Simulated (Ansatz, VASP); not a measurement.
Two plane-wave programs on Mo

```
CELL_PARAMETERS angstrom
-1.20511 1.55005 1.57268
1.50366 -1.44626 1.76744
1.37647 1.61763 -1.46890
ATOMIC_POSITIONS crystal
Mo 0.00000 0.00000 0.00000
```

Change from the starting cell: cell sheared at random, sigma 0.06, atoms nudged by 0.01 Å.

Alike in both runs: task single point; functional PBEsol; k mesh 16 × 16 × 16; occupations gaussian, width 0.15 eV; no spin polarisation.

|  | VASP | Ansatz |
| --- | --- | --- |
| version | VASP 6.6.1 | Ansatz 0.2.0 |
| potentials or method | VASP PAW PBE potentials, release 64 (Mo_sv), cutoff 520 eV | scalar-relativistic, plane waves, PAW |
| valence electrons in the cell | 14 | 14 |

|  | VASP | Ansatz | Ansatz less VASP |
| --- | --- | --- | --- |
| gap on the k mesh at the Fermi level (eV) | none | none | - |
| pressure (GPa) | 13.4 | 12.7 | -0.68 |
| traceless stress, the component that is largest in VASP (GPa) | -16.50 | -16.33 | +0.171 |

VASP's potentials were made for PBE, not for PBEsol. A gap of «none» marks a metal or a gap that the smearing closes. With one functional, cell and mesh, what is left measures potentials, basis and numerics.
